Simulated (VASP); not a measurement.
Runs of VASP 6.6.1 on AlN. The structure is hexagonal, space group P6_3/mmc (No. 194). The conventional cell has a = 2.833 Å, b = 2.833 Å, c = 4.841 Å, α = 90.00°, β = 90.00°, γ = 120.00°. Al (site symmetry -3m) has 6 N at 2.03 Å and 2 Al at 2.42 Å within 2.7 Å. N (site symmetry -6m2) has 6 Al at 2.03 Å within 2.7 Å. 

```tsv
level	potentials or basis	k mesh	cutoff (eV)	gap on the mesh (eV)	pressure (GPa)
LDA	VASP PAW LDA potentials, release 64 (Al, N)	6 × 6 × 4	600	4.90	-4.8
PBE	VASP PAW PBE potentials, release 64 (Al, N)	6 × 6 × 4	600	(a)	5.8
r2SCAN	VASP PAW PBE potentials, release 64 (Al, N)	6 × 6 × 4	660	(b)	-0.7
PBE	VASP PAW PBE potentials, release 64 (Al, N)	9 × 9 × 4	600	5.09	5.8
```

Alike in all rows: task single point; no spin polarisation; cell as given; smearing gaussian 0.01 eV.

Problem. Estimate the missing entries.

Solution. (a) 5.00; (b) 5.78.

Caveats: some runs use coarse meshes; the PAW data sets were made with another functional, which shifts forces and pressure a little (some runs).

A k mesh can miss the band edges.
